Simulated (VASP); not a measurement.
# Ru2S (Fm-3m) in VASP: a series of runs, part 2 of 2

VASP 6.6.1.

**4. Single point, PBE, collinear spin, ferromagnetic start**

This run uses another cell than the first one, of 15.33 Å³/atom, 1.090 times its volume.

Input file INCAR:

```
SYSTEM = Ru2S
PREC = Accurate ; ENCUT = 520
EDIFF = 1E-6 ; ISMEAR = 0
SIGMA = 0.1 ; LREAL = .False.
LASPH = .True. ; NELM = 150
ALGO = Normal ; ISIF = 2
LWAVE = .False. ; LCHARG = .False.
ISPIN = 2 ; MAGMOM = 1 1 0
LORBIT = 11 ; LMAXMIX = 4
GGA = PE ; NBANDS = 28
```

Input file KPOINTS:

```
Automatic mesh
0
Gamma
  6 6 6
  0 0 0
```

Input file POSCAR:

```
Ru2S
1.0
    0.0000000000      2.8436454055      2.8436454055
    2.8436454055      0.0000000000      2.8436454055
    2.8436454055      2.8436454055      0.0000000000
Ru S
2 1
Direct
    0.2500000000      0.2500000000      0.2500000000
    0.7500000000      0.7500000000      0.7500000000
    0.0000000000      0.0000000000      0.0000000000
```

Potentials or basis: VASP PAW PBE potentials, release 64 (Ru_pv, S).

Run with:

```sh
cat potpaw_PBE.64/Ru_pv/POTCAR potpaw_PBE.64/S/POTCAR > POTCAR
mpirun -np 1 vasp_std > vasp.out
```

OUTCAR:

```text
SYSTEM = Ru2S
   PREC = Accurate
   ENCUT = 520
   EDIFF = 1E-6
   ISMEAR = 0
   LREAL = .False.
   LASPH = .True.
   NELM = 150
   ISIF = 2
   ISPIN = 2
   LORBIT = 11
   GGA = PE

 ion  position               nearest neighbor table
   1  0.250  0.250  0.250-   3 2.46   3 2.46   3 2.46   3 2.46   2 2.84   2 2.84   2 2.84   2 2.84
                             2 2.84   2 2.84
   2  0.750  0.750  0.750-   3 2.46   3 2.46   3 2.46   3 2.46   1 2.84   1 2.84   1 2.84   1 2.84
                             1 2.84   1 2.84
   3  0.000  0.000  0.000-   2 2.46   2 2.46   2 2.46   1 2.46   1 2.46   1 2.46   2 2.46   1 2.46

  LATTYP: Found a face centered cubic cell.
 ALAT       =     5.6872908110

  Lattice vectors:

 A1 = (   0.0000000000,   2.8436454055,   2.8436454055)
 A2 = (   2.8436454055,   0.0000000000,   2.8436454055)
 A3 = (   2.8436454055,   2.8436454055,   0.0000000000)

Analysis of symmetry for initial positions (statically):
=====================================================================
 Subroutine PRICEL returns:
 Original cell was already a primitive cell.

 Routine SETGRP: Setting up the symmetry group for a
 face centered cubic supercell.

 Subroutine GETGRP returns: Found 48 space group operations
 (whereof 48 operations were pure point group operations)
 out of a pool of 48 trial point group operations.

The static configuration has the point symmetry O_h .

Analysis of symmetry for dynamics (positions and initial velocities):
=====================================================================
 Subroutine PRICEL returns:
 Original cell was already a primitive cell.

 Routine SETGRP: Setting up the symmetry group for a
 face centered cubic supercell.

 Subroutine GETGRP returns: Found 48 space group operations
 (whereof 48 operations were pure point group operations)
 out of a pool of 48 trial point group operations.

The dynamic configuration has the point symmetry O_h .

Analysis of structural, dynamic, and magnetic symmetry:
[... 152 lines left out ...]

  energy without entropy =      -22.03854668  energy(sigma->0) =      -22.04704662

 E-fermi :  10.2496     XC(G=0): -12.4508

 val. band max:       10.1981883357   @ k =  -0.3333   0.5000   0.1667
 cond. band min:      10.2910609639   @ k =   0.0000   0.0000   0.0000
 fundamental gap:      0.0928726282
 Fermi energy:        10.2495838256

 spin component 1

 k-point     1 :       0.0000    0.0000    0.0000
  band No.  band energies     occupation
      1     -32.3324      1.00000
      2     -32.3324      1.00000
      3     -32.3324      1.00000
      4     -32.0759      1.00000
      5     -32.0759      1.00000
      6     -32.0759      1.00000
[... 485 lines left out ...]
     27      21.7627      0.00000
     28      21.9992      0.00000
 Fermi energy:        10.2495838256

 spin component 2

 k-point     1 :       0.0000    0.0000    0.0000
  band No.  band energies     occupation
      1     -32.3324      1.00000
      2     -32.3324      1.00000
      3     -32.3324      1.00000
      4     -32.0759      1.00000
      5     -32.0759      1.00000
      6     -32.0759      1.00000
[... 485 lines left out ...]
     27      21.7627      0.00000
     28      22.0034      0.00000

------------------------ aborting loop because EDIFF is reached ----------------------------------------

  FORCE on cell =-STRESS in cart. coord.  units (eV):
  Direction    XX          YY          ZZ          XY          YZ          ZX
  --------------------------------------------------------------------------------------
  -------------------------------------------------------------------------------------
  Total       -4.6792752     -4.6792752     -4.6792752      0.0000000      0.0000000      0.0000000
  in kB     -163.0169857   -163.0169857   -163.0169857      0.0000000      0.0000000      0.0000000
  external PRESSURE =    -163.0169857 kB  Pullay stress =       0.0000000 kB

 VOLUME and BASIS-vectors are now :
 -----------------------------------------------------------------------------
  energy-cutoff  :      520.00
  volume of cell :       45.99
      direct lattice vectors                 reciprocal lattice vectors
     0.000000000  2.843645405  2.843645405    -0.175830643  0.175830643  0.175830643
     2.843645405  0.000000000  2.843645405     0.175830643 -0.175830643  0.175830643
     2.843645405  2.843645405  0.000000000     0.175830643  0.175830643 -0.175830643

 POSITION                                       TOTAL-FORCE (eV/Angst)
 -----------------------------------------------------------------------------------
      1.42182      1.42182      1.42182        -0.000000     -0.000000     -0.000000
      4.26547      4.26547      4.26547         0.000000      0.000000      0.000000
      0.00000      0.00000      0.00000         0.000000     -0.000000      0.000000
 -----------------------------------------------------------------------------------
    total drift:                               -0.000000      0.000000      0.000000

  FREE ENERGIE OF THE ION-ELECTRON SYSTEM (eV)
  ---------------------------------------------------
  free  energy   TOTEN  =       -22.0555465660 eV

  energy  without entropy=      -22.0385466790  energy(sigma->0) =      -22.04704662

 total charge

# of ion       s       p       d       tot
------------------------------------------
    1        0.259   6.199   6.149  12.607
    2        0.259   6.199   6.149  12.607
    3        1.290   2.194   0.000   3.484
--------------------------------------------------
tot          1.808  14.591  12.299  28.698

 magnetization (x)

# of ion       s       p       d       tot
------------------------------------------
    1        0.000   0.000   0.000   0.000
    2        0.000   0.000   0.000   0.000
    3        0.000  -0.000   0.000  -0.000
--------------------------------------------------
tot          0.000  -0.000   0.000   0.000
```

Wall time 40 s (1 thread of Intel Xeon 6975P-C, shared host); peak memory 0.2 GiB.

What came out:

- Free energy: -22.0555 eV
- Pressure: -16.3 GPa
- Band gap on the k mesh: zero (filled and empty bands overlap)
- Net moment: 0.00 μB per cell
- Valence electrons inside the program's atomic spheres: Ru 12.61; S 3.48

Levels at points of the mesh, in eV from the Fermi level:
Spin up:
| k point | band 13 | band 14 | band 15 | band 16 | band 17 | band 18 | band 19 | band 20 | band 21 | band 22 |
| --- | --- | --- | --- | --- | --- | --- | --- | --- | --- | --- |
| (0.00, 0.00, 0.00) | -0.65 | 0.04 | 0.04 | 0.04 | 1.68 | 1.68 | 2.39 | 2.39 | 2.39 | 5.55 |
| (0.50, 0.00, 0.00) | -2.02 | -1.72 | -1.72 | -1.53 | -1.53 | -0.98 | 2.69 | 2.69 | 2.79 | 6.36 |
| (0.50, 0.50, 0.00) | -3.47 | -1.43 | -1.43 | -0.37 | -0.37 | 0.41 | 1.18 | 1.57 | 4.63 | 6.58 |
Spin down:
| k point | band 15 | band 16 | band 17 | band 18 | band 19 | band 20 |
| --- | --- | --- | --- | --- | --- | --- |
| (0.00, 0.00, 0.00) | 0.04 | 0.04 | 1.68 | 1.68 | 2.39 | 2.39 |
| (0.50, 0.00, 0.00) | -1.72 | -1.53 | -1.53 | -0.98 | 2.69 | 2.69 |
| (0.50, 0.50, 0.00) | -1.43 | -0.37 | -0.37 | 0.41 | 1.18 | 1.57 |

**5. Summary**

| task | spin | cell | k mesh | cutoff (eV) | gap on the mesh (eV) | pressure (GPa) |
| --- | --- | --- | --- | --- | --- | --- |
| single point | off | a = 3.907 Å, angles 60.0°, 3 atoms | 14 × 14 × 14 | 520 | none | 0.0 |
| relaxation of cell and atoms | off | relaxed from a = 3.906 Å, angles 60.0°, 3 atoms | 14 × 14 × 14 | 600 | none | 0.0 |
| single point | collinear, ferromagnetic start | a = 4.022 Å, angles 60.0°, 3 atoms | 6 × 6 × 6 | 520 | none | -16.3 |

Alike in all rows: level PBE; potentials or basis VASP PAW PBE potentials, release 64 (Ru_pv, S); smearing gaussian 0.1 eV.

Absolute energies hang on the potentials; compare differences alone.
